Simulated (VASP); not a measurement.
Pt, 2 atoms in the cell. It takes space group P6_3/mmc (No. 194, hexagonal). The conventional cell has a = 2.769 Å, b = 2.769 Å, c = 4.826 Å, α = 90.00°, β = 90.00°, γ = 120.00°. Pt (site symmetry -6m2) has 12 Pt at 2.77 to 2.89 Å within 3.7 Å. This isn't the form of Pt at room conditions, which is fcc.

```yaml
Program: VASP 6.6.1
Task: single point
Functional: r2SCAN
Potentials_or_basis: VASP PAW PBE potentials, release 64 (Pt)
Cutoff: 520 eV
k_mesh: 15 × 15 × 8
Occupations: fermi-dirac, width 0.05 eV
Spin: collinear spin
Starting_moments: "[1.0, 1.0] μB"
Dipole_correction: no
Further_INCAR_settings: ALGO = Normal; EDIFF = 1e-06; NBANDS = 21
```

Potentials or basis: VASP PAW PBE potentials, release 64 (Pt).

Run with:

```bash
$ cat potpaw_PBE.64/Pt/POTCAR > POTCAR
$ cp INCAR.step1 INCAR
$ mpirun -np 1 vasp_std > vasp.out
$ cp INCAR.step2 INCAR
$ mpirun -np 1 vasp_std > vasp.out
```

Hardware: 1 thread of Intel(R) Xeon(R) Platinum 8488C (Sapphire Rapids), on a shared host.

Problem. Estimate the wall time of this run.

Solution. Run time: 4.8 min on 1 thread of Intel(R) Xeon(R) Platinum 8488C (Sapphire Rapids) (shared host), peak memory 0.27 GiB. Counts: k points 135.
